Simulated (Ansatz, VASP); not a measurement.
## K in VASP and in Ansatz

File INCAR:

```
SYSTEM = K
PREC = Accurate
ENCUT = 520
EDIFF = 1E-6
ISMEAR = -1
SIGMA = 0.08
LREAL = .FALSE.
LASPH = .TRUE.
NELM = 80
ALGO = Normal
ISIF = 2
LWAVE = .FALSE.
LCHARG = .TRUE.
GGA = PE
LELF = .TRUE.
LVHAR = .TRUE.
NBANDS = 16
```

The input KPOINTS:

```
Automatic mesh
0
G
  10 10 6
  0 0 0
```

Contents of POSCAR:

```
K
1.0
    4.5901727420      0.0000000000      0.0000000000
   -2.2950863710      3.9752062023      0.0000000000
    0.0000000000      0.0000000000      7.4360798420
K
2
Direct
    0.3333333333      0.6666666667      0.2500000000
    0.6666666667      0.3333333333      0.7500000000
```

Input for Ansatz:

```yaml
crystal:
  lattice:
    - [4.590172742, 0.0, 0.0]
    - [-2.295086371, 3.9752062023, 0.0]
    - [0.0, 0.0, 7.436079842]
  atoms:
    - { symbol: K, position: [0.3333333333, 0.6666666667, 0.25] }
    - { symbol: K, position: [0.6666666667, 0.3333333333, 0.75] }
kpoints:
  mp_grid: { grid: [10, 10, 6] }
  band_path:
    path:
      - [0.0, 0.0, 0.0]
      - [0.5, 0.0, 0.0]
      - [0.3333333333, 0.3333333333, 0.0]
      - [0.0, 0.0, 0.0]
      - [0.0, 0.0, 0.5]
      - [0.5, 0.0, 0.5]
      - [0.3333333333, 0.3333333333, 0.5]
      - [0.0, 0.0, 0.5]
      - [0.5, 0.0, 0.5]
    npoints: 8
scf:
  occupations: { method: fermi_dirac, width: 0.08 }
hamiltonian:
  xc: pbe
  pseudopotentials: { kind: all_electron, lapw: { basis_error: 0.001 } }
output:
  forces: true
  stress: true
  eigenvalues: true
  populations: true
  dos: { projected: true, de: 0.2, e_range: [-14, 8] }
```

Change from the starting cell: volume scaled by 0.92, LAPW.

Alike in both runs: task single point; functional PBE; k mesh 10 × 10 × 6; occupations fermi-dirac, width 0.08 eV; no spin polarisation.

```csv
,VASP,Ansatz
version,VASP 6.6.1,Ansatz 0.2.0
potentials or method,"VASP PAW PBE potentials, release 64 (K_sv), cutoff 520 eV","all-electron LAPW, scalar-relativistic"
```

```csv
,VASP,Ansatz,Ansatz less VASP
pressure (GPa),0.4,0.4,+0.01
```

Ansatz ran all-electron here, and VASP with PAW potentials.
